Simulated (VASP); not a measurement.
# Al (P-1) in VASP: a series of runs

The runs below take Al through single point, with PBEsol.

All numbers are computed with VASP 6.6.1; they aren't measurements. Logs are shortened: lines on timing, memory, paths and dates and some standing lists are left out, and cuts for length are marked.

### Step 1. The cell of the first run

The typed cell holds 4 atoms: a = 2.782 Å, b = 2.782 Å, c = 9.222 Å, α = 80.74°, β = 90.00°, γ = 109.47°.

### Step 2. Single point, PBEsol (the part above a cut slid along it)

INCAR

```
SYSTEM = Al
ALGO = Fast
EDIFF = 1E-6
ENCUT = 520
GGA = PS
ISIF = 2
ISMEAR = 0
LASPH = .True.
LCHARG = .True.
LELF = .True.
LREAL = .False.
LVHAR = .True.
LWAVE = .False.
NBANDS = 14
NELM = 80
PREC = Accurate
SIGMA = 0.15
```

KPOINTS

```
k-points
0
Gamma
  16 16 5
  0 0 0
```

POSCAR

```
Al
1.0
   -1.6063180831      1.6063180831     -1.6063180831
   -1.6063180831     -1.6063180831      1.6063180831
   -1.2850544665      5.7827450994      7.0677995658
Al
4
Direct
   -0.1750000000     -0.5250000000      0.8750000000
    0.4750000000      0.4250000000      0.1250000000
   -0.0750000000     -0.2250000000      0.3750000000
    0.3750000000      0.1250000000      0.6250000000
```

Potentials or basis: VASP PAW PBE potentials, release 64 (Al).

Command:

```sh
$ cat potpaw_PBE.64/Al/POTCAR > POTCAR
$ mpirun -np 1 vasp_std > vasp.out
```

OUTCAR:

```text
SYSTEM = Al
   EDIFF = 1E-6
   ENCUT = 520
   GGA = PS
   ISIF = 2
   ISMEAR = 0
   LASPH = .True.
   LREAL = .False.
   NELM = 80
   PREC = Accurate

 ion  position               nearest neighbor table
   1  0.825  0.475  0.875-   2 2.47   4 2.78   4 2.78   2 2.94   4 3.21   4 3.21   2 3.28
   2  0.475  0.425  0.125-   1 2.47   3 2.78   3 2.78   1 2.94   3 3.21   3 3.21   1 3.28
   3  0.925  0.775  0.375-   4 2.78   2 2.78   2 2.78   4 2.78   4 3.21   2 3.21   2 3.21   4 3.21

   4  0.375  0.125  0.625-   3 2.78   1 2.78   3 2.78   1 2.78   1 3.21   3 3.21   3 3.21   1 3.21

  LATTYP: Found a triclinic cell.
 ALAT       =     2.7822245330
 B/A-ratio  =     4.9786209604
 C/A-ratio  =     1.1547005384
 COS(alpha) =     0.0231931804
 COS(beta)  =     0.5773502692
 COS(gamma) =     0.6293576792

  Lattice vectors:

 A1 = (   1.6063180831,   1.6063180831,  -1.6063180831)
 A2 = (   0.3212636166,  13.8143355149,  -0.9637908497)
 A3 = (   3.2126361662,   0.0000000000,   0.0000000000)

Analysis of symmetry for initial positions (statically):
=====================================================================
 Subroutine PRICEL returns:
 Original cell was already a primitive cell.

 Routine SETGRP: Setting up the symmetry group for a
 triclinic supercell.

 Subroutine GETGRP returns: Found  2 space group operations
 (whereof  1 operations were pure point group operations)
 out of a pool of  2 trial point group operations.

The static configuration has the point symmetry C_1 .
 The point group associated with its full space group is S_2 .

Analysis of symmetry for dynamics (positions and initial velocities):
=====================================================================
 Subroutine PRICEL returns:
 Original cell was already a primitive cell.

 Routine SETGRP: Setting up the symmetry group for a
 triclinic supercell.

 Subroutine GETGRP returns: Found  2 space group operations
 (whereof  1 operations were pure point group operations)
 out of a pool of  2 trial point group operations.

The dynamic configuration has the point symmetry C_1 .
 The point group associated with its full space group is S_2 .

 Subroutine INISYM returns: Found  2 space group operations
 (whereof  1 operations are pure point group operations),
 and found     1 'primitive' translations

----------------------------------------------------------------------------------------

                                     Primitive cell

  volume of cell :      66.3154

  direct lattice vectors                    reciprocal lattice vectors
    -1.606318083  1.606318083 -1.606318083    -0.311270853  0.140071884 -0.171198969
[... 108 lines left out ...]
   IMIX   =      4    mixing-type and parameters
     AMIX     =   0.40;   BMIX     =  1.00
     AMIX_MAG =   1.60;   BMIX_MAG =  1.00
  volume/ion in A,a.u.               =      16.58       111.88
  Fermi-wavevector in a.u.,A,eV,Ry     =   0.925970  1.749830 11.665920  0.857421
  Thomas-Fermi vector in A             =   2.051882
   LORBIT       =      0    0 simple, 1 ext, 2 COOP (PROOUT), +10 PAW based schemes
   GGA     = PS    functional components
   LHFCALC =     F    Hartree Fock is set to
   AEXX    =    0.0000 exact exchange contribution
   IVDW    =     0    specifies the selected vdW correction
   LEPSILON=     F    determine dielectric tensor
   LRPA    =     F    only Hartree local field effects (RPA)
 non-spin polarized calculation
 RMM-DIIS sequential band-by-band and
 Gauss-broadening in eV      SIGMA  =   0.15
  energy-cutoff  :      520.00
  volume of cell :       66.32
 maximum number of plane-waves:      1804
 NGX is ok and might be reduce to    24
   NGX = 11   NGY = 11   NGZ = 35

 number of electron      12.0000000 magnetization

 Free energy of the ion-electron system (eV)
  ---------------------------------------------------
  ext. energy  EPLUGINS =         0.00000000
  ---------------------------------------------------
  free energy    TOTEN  =       -15.84365368 eV

  energy without entropy =      -15.82450669  energy(sigma->0) =      -15.83408019

 E-fermi :   7.8566     XC(G=0): -10.2342

 val. band max:        7.8542627335   @ k =  -0.2500   0.3750   0.4000
 cond. band min:       7.8566124422   @ k =  -0.1250   0.4375  -0.0000
 fundamental gap:      0.0023497087
 Fermi energy:         7.8566022450

 k-point     1 :       0.0000    0.0000    0.0000
  band No.  band energies     occupation
      1      -3.2057      2.00000
      2      -1.4301      2.00000
      3      -1.4185      2.00000
      4       3.5522      2.00000
      5       4.0477      2.00000
      6      12.0027      0.00000
      7      12.1794      0.00000
      8      16.2124      0.00000
      9      16.2641      0.00000
     10      16.8310      0.00000
     11      16.8848      0.00000
     12      17.9162      0.00000
     13      18.2553      0.00000
     14      18.5307      0.00000
[... 377 lines left out ...]
      1      -2.8977      2.00000
      2      -1.1652      2.00000
      3      -1.0753      2.00000
      4       3.8212      2.00000
      5       4.3632      2.00000
      6      12.1276      0.00000
      7      12.4963      0.00000
      8      13.2350      0.00000
      9      14.0953      0.00000
     10      15.4475      0.00000
     11      17.2750      0.00000
     12      17.4815      0.00000
     13      17.8891      0.00000
     14      18.2880      0.00000

 [... further k-points ...]

------------------------ aborting loop because EDIFF is reached ----------------------------------------

  FORCE on cell =-STRESS in cart. coord.  units (eV):
  Direction    XX          YY          ZZ          XY          YZ          ZX
  --------------------------------------------------------------------------------------
  -------------------------------------------------------------------------------------
  Total       -0.4297859      0.1219726      2.4811282      0.1504807      0.4891381      0.2193085
  in kB      -10.3836051      2.9468506     59.9439228      3.6356051     11.8175489      5.2984821
  external PRESSURE =      17.5023895 kB  Pullay stress =       0.0000000 kB

 VOLUME and BASIS-vectors are now :
 -----------------------------------------------------------------------------
  energy-cutoff  :      520.00
  volume of cell :       66.32
      direct lattice vectors                 reciprocal lattice vectors
    -1.606318083  1.606318083 -1.606318083    -0.311270853  0.140071884 -0.171198969
    -1.606318083 -1.606318083  1.606318083    -0.311270853 -0.202326054  0.108944799
    -1.285054467  5.782745099  7.067799566     0.000000000  0.077817713  0.077817713

 POSITION                                       TOTAL-FORCE (eV/Angst)
 -----------------------------------------------------------------------------------
     -3.21264      5.62211      5.62211        -0.138256     -0.227588     -0.992920
     -1.60632      0.80316      0.80316         0.138256      0.227588      0.992920
     -3.21264      2.40948      2.40948        -0.008797     -0.019958     -0.041414
     -1.60632      4.01580      4.01580         0.008797      0.019958      0.041414
 -----------------------------------------------------------------------------------
    total drift:                                0.000000     -0.000000      0.000000

  FREE ENERGIE OF THE ION-ELECTRON SYSTEM (eV)
  ---------------------------------------------------
  free  energy   TOTEN  =       -15.8436536838 eV

  energy  without entropy=      -15.8245066884  energy(sigma->0) =      -15.83408019
```

OSZICAR:

```text
N       E                     dE             d eps       ncg     rms          rms(c)
DAV:   1     0.492616312086E+01    0.49262E+01   -0.43365E+03 17976   0.685E+02
DAV:   2    -0.153135615068E+02   -0.20240E+02   -0.18762E+02 23312   0.873E+01
DAV:   3    -0.159586388116E+02   -0.64508E+00   -0.63652E+00 23578   0.128E+01
DAV:   4    -0.159632836468E+02   -0.46448E-02   -0.46374E-02 21358   0.132E+00
DAV:   5    -0.159633351956E+02   -0.51549E-04   -0.51548E-04 23684   0.146E-01    0.278E+00
RMM:   6    -0.158890831783E+02    0.74252E-01   -0.11262E-02 18675   0.472E-01    0.159E+00
RMM:   7    -0.158480783408E+02    0.41005E-01   -0.14154E-02 18361   0.561E-01    0.329E-01
RMM:   8    -0.158439654855E+02    0.41129E-02   -0.18834E-03 19405   0.228E-01    0.172E-01
RMM:   9    -0.158437007907E+02    0.26469E-03   -0.37945E-04 20339   0.117E-01    0.524E-02
RMM:  10    -0.158436529026E+02    0.47888E-04   -0.13150E-04 20548   0.633E-02    0.280E-02
RMM:  11    -0.158436555384E+02   -0.26357E-05   -0.29183E-05 21112   0.381E-02    0.464E-03
RMM:  12    -0.158436538527E+02    0.16857E-05   -0.81081E-06 20804   0.169E-02    0.302E-03
RMM:  13    -0.158436536838E+02    0.16894E-06   -0.20058E-06 16233   0.989E-03
   1 F= -.15843654E+02 E0= -.15834080E+02  d E =-.191470E-01
```

stdout:

```text
POSCAR found type information on POSCAR Al
 POSCAR found :  1 types and       4 ions
 scaLAPACK will be used
 -----------------------------------------------------------------------------
|                                                                             |
|                                                                             |
|     You enforced a specific xc type in the INCAR file but a different       |
|     I HOPE YOU KNOW WHAT YOU ARE DOING!                                     |
|                                                                             |
 -----------------------------------------------------------------------------

 LDA part: xc-table for (Slater+PW92), standard interpolation
 POSCAR, INCAR and KPOINTS ok, starting setup
 FFT: planning ... GRIDC
 FFT: planning ... GRID_SOFT
 FFT: planning ... GRID
 WAVECAR not read
 entering main loop
```

It took 6.9 min on 1 thread of AMD EPYC 7R13 (Zen 3), shared host; peak memory 0.5 GiB.

What came out:

```yaml
Free_energy: -15.8437 eV
Pressure: 1.8 GPa
Largest_force: 1.028 eV/Å
Band_gap_on_the_k_mesh: zero (bands 6 and 7 overlap by 6.59 eV)
```

Forces in eV/Å, atoms in the order of the input:
```
Al  -0.138 -0.228 -0.993
Al   0.138  0.228  0.993
Al  -0.009 -0.020 -0.041
Al   0.009  0.020  0.041
```

Stress tensor (GPa, compression positive):
```
-1.04  0.36  0.53
 0.36  0.29  1.18
 0.53  1.18  5.99
```

Caveat: the cell differs from its parent crystal (the part above a cut slid along it); the stress differs along the axes, from -1 to 6 GPa; the PAW data sets were made with another functional, which shifts forces and pressure a little.

### Step 3. Single point, PBEsol (the part above a cut slid along it)

INCAR

```
SYSTEM = Al
ALGO = Fast ; EDIFF = 1E-7
ENCUT = 520 ; GGA = PS
ISIF = 2 ; ISMEAR = 0
LASPH = .True. ; LCHARG = .False.
LREAL = .False. ; LWAVE = .False.
NBANDS = 14 ; NELM = 80
PREC = Accurate ; SIGMA = 0.15
```

KPOINTS is that of step 2.

POSCAR

```
Al
1.0
   -1.6063180831      1.6063180831     -1.6063180831
   -1.6063180831     -1.6063180831      1.6063180831
   -0.3212636166      6.1040087160      6.7465359492
Al
4
Direct
    0.0000000000     -0.1750000000      0.8750000000
    0.5000000000      0.4750000000      0.1250000000
    0.0000000000     -0.0750000000      0.3750000000
    0.5000000000      0.3750000000      0.6250000000
```

Potentials or basis: VASP PAW PBE potentials, release 64 (Al).

Command:

```sh
$ cat potpaw_PBE.64/Al/POTCAR > POTCAR
$ mpirun -np 1 vasp_std > vasp.out
```

Wall time 7.9 min (1 thread of AMD EPYC 7R13 (Zen 3), shared host); peak memory 0.5 GiB.

The run converged. Its results:

```yaml
Free_energy: -15.9712 eV
Pressure: 0.4 GPa
Largest_force: 0.317 eV/Å
Band_gap_on_the_k_mesh: zero (bands 6 and 7 overlap by 6.65 eV)
```

Forces on the atoms (eV/Å):
```
Al  -0.252 -0.015 -0.193
Al   0.252  0.015  0.193
Al  -0.012 -0.021  0.005
Al   0.012  0.021 -0.005
```

Stress tensor (GPa, compression positive):
```
-0.29  0.66  0.69
 0.66 -0.04  0.22
 0.69  0.22  1.42
```

Levels at points of the mesh, in eV from the Fermi level:
```tsv
k point	band 2	band 3	band 4	band 5	band 6	band 7	band 8	band 9	band 10	band 11
(0.00, 0.00, 0.00)	-9.29	-9.29	-4.28	-3.83	4.27	4.31	8.22	8.31	9.38	9.38
(0.50, 0.00, 0.00)	-5.79	-4.29	-4.27	-3.83	-3.82	0.68	0.73	1.35	1.37	7.48
(0.00, 0.50, 0.00)	-5.70	-4.49	-4.30	-3.99	-3.37	0.15	0.47	1.71	1.91	7.30
(0.50, 0.50, 0.00)	-3.83	-2.83	-2.70	-2.01	-1.84	1.24	1.93	2.64	2.64	3.04
```

Caveat: the cell differs from its parent crystal (the part above a cut slid along it); the PAW data sets were made with another functional, which shifts forces and pressure a little.

[end of part 1 of 2]
